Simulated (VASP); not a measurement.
A run of VASP 6.6.1 is set up as follows.

INCAR

```
ALGO = Normal
EDIFF = 1E-7
ENCUT = 520
GGA = PE
ISIF = 2
ISMEAR = -1
LASPH = T
LCHARG = F
LREAL = F
LWAVE = F
NBANDS = 15
NELM = 100
PREC = Accurate
SIGMA = 0.05
```

File KPOINTS:

```
k-points
0
Gamma
  8 8 8
```

Contents of POSCAR:

```
Al2Pt
1.0
    0.0000000000      2.9351671877      2.9351671877
    2.9351671877      0.0000000000      2.9351671877
    2.9351671877      2.9351671877      0.0000000000
Pt Al
1 2
Direct
    0.0000000000      0.0000000000      0.0000000000
    0.7500000000      0.7500000000      0.7500000000
    0.2500000000      0.2500000000      0.2500000000
```

Potentials or basis: VASP PAW PBE potentials, release 64 (Pt, Al).

Run with:

```console
$ cat potpaw_PBE.64/Pt/POTCAR potpaw_PBE.64/Al/POTCAR > POTCAR
$ mpirun -np 1 vasp_std > vasp.out
```

(1) What does it give for the band gap on the k mesh?

(2) Estimate the pressure.

Results:

(1) zero (band 8 reaches 11.98 eV, above the bottom of band 9 at 6.50 eV).

(2) 5.3 GPa.

Caveat: spin-orbit coupling is left out, which moves the levels of the heavy elements.
